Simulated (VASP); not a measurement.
Input of a VASP 6.6.1 run:

Contents of INCAR:

```
SYSTEM = Al6H
  PREC = Accurate
  ENCUT = 520
  EDIFF = 1E-7
  ISMEAR = 0
  SIGMA = 0.1
  LREAL = .False.
  LASPH = .True.
  NELM = 60
  ALGO = Normal
  ISIF = 2
  LWAVE = .False.
  LCHARG = .False.
  LDIPOL = .True.
  IDIPOL = 3
  DIPOL = 0.5 0.5 0.310
  GGA = PE
  NBANDS = 32
```

The input KPOINTS:

```
regular mesh
0
Gamma
  6 6 1
  0 0 0
```

The input POSCAR:

```
Al6H
1.0
    5.7143028096      0.0000000000      0.0000000000
   -2.8571514048      4.9487313980      0.0000000000
    0.0000000000      0.0000000000     22.6016424636
Al H
12 2
Direct
    0.3333333333      0.1666666667      0.1769782885
    0.3333333333      0.6666666667      0.1769782885
    0.8333333333      0.1666666667      0.1769782885
    0.8333333333      0.6666666667      0.1769782885
    0.1666666667      0.3333333333      0.2787817904
    0.1666666667      0.8333333333      0.2787817904
    0.6666666667      0.3333333333      0.2787817904
    0.6666666667      0.8333333333      0.2787817904
    0.0000000000      0.0000000000      0.3805759903
    0.0000000000      0.5000000000      0.3805759903
    0.5000000000      0.0000000000      0.3805759903
    0.5000000000      0.5000000000      0.3805759903
    0.1903382450      0.3806764901      0.4956118778
    0.3096617550      0.6193235099      0.4956118778
```

Potentials or basis: VASP PAW PBE potentials, release 64 (Al, H).

The run is started by

```sh
$ cat potpaw_PBE.64/Al/POTCAR potpaw_PBE.64/H/POTCAR > POTCAR
$ mpirun -np 1 vasp_std > vasp.out
```

**Question.** What does it give for the largest force?

**Answer.** 4.188 eV/Å.

**Question.** Estimate the band gap on the k mesh.

**Answer.** Zero (bands 19 and 20 overlap by 0.98 eV).

Forces in eV/Å, atoms in the order of the input:
```
Al   0.009  0.008 -0.016
Al   0.000 -0.030 -0.028
Al  -0.009  0.008 -0.016
Al   0.000  0.007 -0.023
Al   0.000  0.037 -0.042
Al  -0.004 -0.021 -0.013
Al   0.000  0.050  0.011
Al   0.004 -0.021 -0.013
Al   0.000  0.037  0.071
Al   0.007  0.014 -0.034
Al   0.000 -0.063  0.062
Al  -0.007  0.014 -0.034
H    0.000  4.149  0.057
H    0.000 -4.188  0.019
```
